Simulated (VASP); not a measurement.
Set up this calculation in VASP 6.6.1, as the native input.

* Task: dielectric tensor
* Functional: r2SCAN
* Potentials or basis: VASP PAW PBE potentials, release 64 (B, N)
* Cutoff: 520 eV
* k mesh: 15 × 15 × 6
* Occupations: gaussian, width 0.02 eV
* Spin: no spin polarisation
* Further INCAR settings: ALGO = Normal; EDIFF = 1e-07

The structure of BN lies in POSCAR:

```
BN                                      
1.0
    2.5025138742     -0.0000000000     -0.0000000000
   -1.2512569371      2.1672405837      0.0000000000
   -0.0000000000     -0.0000000000      6.7897983178
  B               N             
     2     2
Direct
     0.3333333300000021    0.6666666699999979    0.2500000000000000
     0.6666666699999979    0.3333333300000021    0.7500000000000000
     0.3333333300000021    0.6666666699999979    0.7500000000000000
     0.6666666699999979    0.3333333300000021    0.2500000000000000
```

One way to write it, as run:

INCAR

```
PREC = Accurate ; ENCUT = 520
EDIFF = 1E-7 ; ISMEAR = 0
SIGMA = 0.02 ; LREAL = F
LASPH = T ; NELM = 100
ALGO = Normal ; ISIF = 2
LWAVE = F ; LCHARG = F
METAGGA = R2SCAN ; LMIXTAU = T
LCALCEPS = T ; KPAR = 4
```

KPOINTS

```
Automatic mesh
0
Gamma
  15 15 6
```

Potentials or basis: VASP PAW PBE potentials, release 64 (B, N).

Launch:

```console
$ cat potpaw_PBE.64/B/POTCAR potpaw_PBE.64/N/POTCAR > POTCAR
$ mpirun -np 4 vasp_std > vasp.out
```

Results of the run:

| Property | Result |
| --- | --- |
| Band gap on the k mesh | 4.95 eV (least direct gap 5.36 eV) |
| Electronic dielectric tensor (diagonal) | 4.36, 4.36, 2.57 |
| Born charges (mean of the diagonal) | B +2.09; N -2.09 e |

Caveat: an odd mesh through Γ misses points on the zone boundary, where band edges can lie.

Run time: 18 min on 4 MPI ranks on Intel(R) Xeon(R) Platinum 8488C (Sapphire Rapids), on a shared host, peak memory 0.86 GiB a rank.
